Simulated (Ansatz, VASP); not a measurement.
**One calculation of Rh, two programs**

```
Rh
1.0
     2.55974    0.00000    0.00000
    -1.27987    2.38571    0.00000
     0.00000    0.00000    8.66688
Rh
4
Direct
  0.00000 0.00000 0.00000
  0.33333 0.66667 0.25000
  0.00000 0.00000 0.50000
  0.66667 0.33333 0.75000
```

Change from the starting cell: strain +e along x and -e along y -0.0367, strain +e along z and -e/2 along x and y +0.0000.

Alike in both runs: task single point; functional LDA; k mesh 18 × 18 × 6; occupations gaussian, width 0.15 eV; no spin polarisation.

|  | VASP | Ansatz |
| --- | --- | --- |
| version | VASP 6.6.1 | Ansatz 0.2.0 |
| potentials or method | VASP PAW LDA potentials, release 64 (Rh_pv), cutoff 520 eV | scalar-relativistic, plane waves, PAW |
| valence electrons in the cell | 60 | 68 |

VASP gave:

* gap on the k mesh at the Fermi level (eV): none
* pressure (GPa): 2.7
* traceless stress, the component that is largest in VASP (GPa): 15.22
* rms of the force components (eV/Å): 0.067

**Question.** Estimate Ansatz's values.

**Answer.** gap on the k mesh at the Fermi level (eV): none; pressure (GPa): 1.9; traceless stress, the component that is largest in VASP (GPa): 15.19; rms of the force components (eV/Å): 0.066.

Ansatz warns that its potentials were made for another functional, while VASP's fit it. LDA's correlation is that of Perdew and Zunger in VASP and of Perdew and Wang (1992) in Ansatz. Atom by atom the forces differ by 0.001 eV/Å (rms over components). A gap of «none» marks a metal or a gap that the smearing closes. VASP's potentials hold 60 valence electrons a cell and Ansatz's 68, so a difference there can come from the potentials and not from the codes.
